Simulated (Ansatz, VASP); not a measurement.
Hf in VASP and in Ansatz

```
CELL_PARAMETERS angstrom
5.03790 0.00000 0.00000
-2.51895 4.36295 0.00000
0.00000 0.00000 3.13192
ATOMIC_POSITIONS crystal
Hf 0.00000 0.00000 0.00000
Hf 0.33333 0.66667 0.50000
Hf 0.66667 0.33333 0.50000
```

Alike in both runs: task single point; functional r2SCAN; k mesh 8 × 8 × 11; occupations fermi-dirac, width 0.1 eV; no spin polarisation.

```csv
,VASP,Ansatz
version,VASP 6.6.1,Ansatz 0.2.0
potentials or method,"VASP PAW PBE potentials, release 64 (Hf_pv), cutoff 520 eV","plane waves (500 eV) with PAW, scalar-relativistic"
valence electrons in the cell,30,78
```

```tsv
	VASP	Ansatz	Ansatz less VASP
pressure (GPa)	-4.6	-4.0	+0.56
traceless stress, the component that is largest in VASP (GPa)	-0.07	-0.06	+0.012
```

VASP's potentials were made for PBE, not for r2SCAN. VASP's potentials hold 30 valence electrons a cell and Ansatz's 78, so a difference there can come from the potentials and not from the codes.

Neither program's run includes spin-orbit coupling.
